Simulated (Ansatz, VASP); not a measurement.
**One calculation of MgS, two programs**

```
Mg S
1.0
     3.26282    0.00000    0.00000
     0.00000    3.26282    0.00000
     0.00000    0.00000    3.26282
Mg S
1 1
Direct
  0.00000 0.00000 0.00000
  0.50000 0.50000 0.50000
```

Alike in both runs: task single point; functional PBE; k mesh 8 × 8 × 8; occupations fermi-dirac, width 0.02 eV; no spin polarisation.

```csv
,VASP,Ansatz
version,VASP 6.6.1,Ansatz 0.2.0
potentials or method,"VASP PAW PBE potentials, release 64 (Mg, S)","plane waves, PAW"
plane-wave cutoff (eV),520,420
valence electrons in the cell,8,16
```

VASP gave:

```
pressure (GPa) : 0.4
```

**Question.** Estimate Ansatz's values.

**Answer.** Pressure (GPa): 0.8.

The functional is the same, so the differences come from potentials, cutoffs and numerics. VASP's potentials hold 8 valence electrons a cell and Ansatz's 16, so a difference there can come from the potentials and not from the codes.
